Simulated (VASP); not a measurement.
Al2O3, 5 atoms in the cell. Symmetry: P-6m2, No. 187, hexagonal system. The conventional cell has a = 2.884 Å, b = 2.884 Å, c = 9.337 Å, α = 90.00°, β = 90.00°, γ = 120.00°. Within 2.4 Å of Al (site symmetry 3m) lie 6 O at 1.80 to 2.18 Å. O (site symmetry 3m) has 3 Al at 1.80 Å within 2.4 Å. Within 2.9 Å of O (site symmetry -6m2) lie 6 Al at 2.18 Å and 12 O at 2.66 to 2.88 Å. 

```yaml
Program: VASP 6.6.1
Task: single point
Functional: HSE06
Potentials_or_basis: VASP PAW PBE potentials, release 64 (Al, O)
Cutoff: 520 eV
k_mesh: 8 × 8 × 2
Occupations: fermi-dirac, width 0.05 eV
Spin: no spin polarisation
Dipole_correction: no
Grid_for_exact_exchange_PRECFOCK: Fast
Further_INCAR_settings: ALGO = Normal; EDIFF = 1e-06; NBANDS = 20
Share_of_exact_exchange: 0.25
Screening_parameter: 0.2079 1/Å
```

Potentials or basis: VASP PAW PBE potentials, release 64 (Al, O).

Run with:

```bash
$ cat potpaw_PBE.64/Al/POTCAR potpaw_PBE.64/O/POTCAR > POTCAR
$ cp INCAR.step1 INCAR
$ mpirun -np 4 vasp_std > vasp.out
$ cp INCAR.step2 INCAR
$ mpirun -np 4 vasp_std > vasp.out
```

Hardware: 4 MPI ranks on Oxide Virtual Turin-like Processor, on a shared host.

Problem. Estimate the wall time of this run.

Solution. Wall time 9.3 min on 4 MPI ranks on Oxide Virtual Turin-like Processor (shared host), peak memory 0.28 GiB a rank. Counts: k points 20.
